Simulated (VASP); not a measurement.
Write the native input for VASP 6.6.1 that does the following.

```yaml
Task: single point
Functional: PBE
Potentials_or_basis: VASP PAW PBE potentials, release 64 (Be, Li_sv)
Cutoff: 520 eV
k_mesh: 5 × 5 × 3
Occupations: gaussian, width 0.1 eV
Spin: no spin polarisation
Dipole_correction: no
Further_INCAR_settings: LREAL = Auto; ALGO = Normal; EDIFF = 1e-06; NBANDS = 32
```

The structure of LiBe16 (a cell with a defect) lies in POSCAR:

```
LiBe16
1.0
   -2.2900000000     -3.9663960000      0.0000000000
    3.4350000000     -1.9831980000      0.0000000000
    0.0000000000      0.0000000000      7.1768600000
Be Li
16 1
Direct
    0.7428386838      0.4851200293      0.0025924851
    0.5737233236      0.2911584010      0.2572208870
    0.7428622798      0.4849894732      0.5118544761
    0.5105536696      0.2986419377      0.7572136793
    0.5096087038     -0.0186912680      0.0029890820
    0.1892655396      1.1104475879      0.2571553004
    0.5095792738     -0.0186554089      0.5114483892
    0.2661753139      0.7886284915      0.7571687096
    0.2553921474      0.4320522912      0.0036416858
   -0.0223236416      0.4969076054      0.2571961338
    0.2552901206      0.4318602041      0.5107025300
    0.0066678074      0.2936009946      0.7571958235
    0.0141898773     -0.0656118219      0.0041712723
    0.7811860882      0.8899059195      0.2570887303
    0.0141552551     -0.0658222996      0.5100899107
    0.7601122795      0.8044549801      0.7571684497
    0.3761358181      0.7018279129      0.2572620852
```

One way to write it, as run:

INCAR

```
PREC = Accurate ; ENCUT = 520
EDIFF = 1E-6 ; ISMEAR = 0
SIGMA = 0.1 ; LREAL = Auto
LASPH = True ; NELM = 100
ALGO = Normal ; ISIF = 2
LWAVE = False ; LCHARG = False
GGA = PE ; NBANDS = 32
```

KPOINTS

```
regular mesh
0
Gamma
  5 5 3
```

Potentials or basis: VASP PAW PBE potentials, release 64 (Be, Li_sv).

Run with:

```console
$ cat potpaw_PBE.64/Be/POTCAR potpaw_PBE.64/Li_sv/POTCAR > POTCAR
$ mpirun -np 1 vasp_std > vasp.out
```

Results of the run:

The largest force is 0.027 eV/Å and the band gap on the k mesh is zero (an odd number of electrons rules out a gap without spin polarisation).

It took 3.7 min on 1 thread of Intel(R) Xeon(R) Platinum 8259CL CPU @ 2.50GHz (Skylake/Cascade Lake), with other jobs on the host, peak memory 0.28 GiB.
